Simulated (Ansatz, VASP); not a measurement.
## Two plane-wave programs on V

File INCAR:

```
ALGO = Normal
EDIFF = 1E-6
ENCUT = 520
GGA = RE
ISIF = 2
ISMEAR = -1
LASPH = True
LCHARG = False
LREAL = False
LWAVE = False
NBANDS = 12
NELM = 60
PREC = Accurate
SIGMA = 0.1
```

File KPOINTS:

```
k-points
0
Gamma
  24 24 24
```

POSCAR

```
V
1.0
   -1.5659500240      1.5659500240      1.5659500240
    1.5659500240     -1.5659500240      1.5659500240
    1.5659500240      1.5659500240     -1.5659500240
V
1
Direct
    0.0000000000      0.0000000000      0.0000000000
```

Input for Ansatz:

```yaml
crystal:
  lattice:
    - [-1.565950024, 1.565950024, 1.565950024]
    - [1.565950024, -1.565950024, 1.565950024]
    - [1.565950024, 1.565950024, -1.565950024]
  atoms:
    - { symbol: V, position: [0.0, 0.0, 0.0] }
hamiltonian:
  xc: revpbe
  pseudopotentials:
    kind: paw
    azcp:
      V: "pseudopotentials/V.paw.azcp"
basis:
  ecutwfc: 420
  fft_grid_basis: typed
kpoints:
  mp_grid: { grid: [24, 24, 24], shift: [0, 0, 0] }
magnetization:
  spin_polarized: false
scf:
  occupations: { method: fermi_dirac, width: 0.1 }
output:
  stress: true
```

Alike in both runs: task single point; functional revPBE; k mesh 24 × 24 × 24; occupations fermi-dirac, width 0.1 eV; no spin polarisation.

|  | VASP | Ansatz |
| --- | --- | --- |
| version | VASP 6.6.1 | Ansatz 0.2.0 |
| potentials or method | VASP PAW PBE potentials, release 64 (V_sv), cutoff 520 eV | plane waves (420 eV) with PAW, scalar-relativistic |
| valence electrons in the cell | 13 | 13 |

VASP gave:

| Item | Value |
| --- | --- |
| pressure (GPa) | -15.5 |

Estimate Ansatz's values.

pressure (GPa): -15.7.

VASP's potentials were made for PBE, not for revPBE.
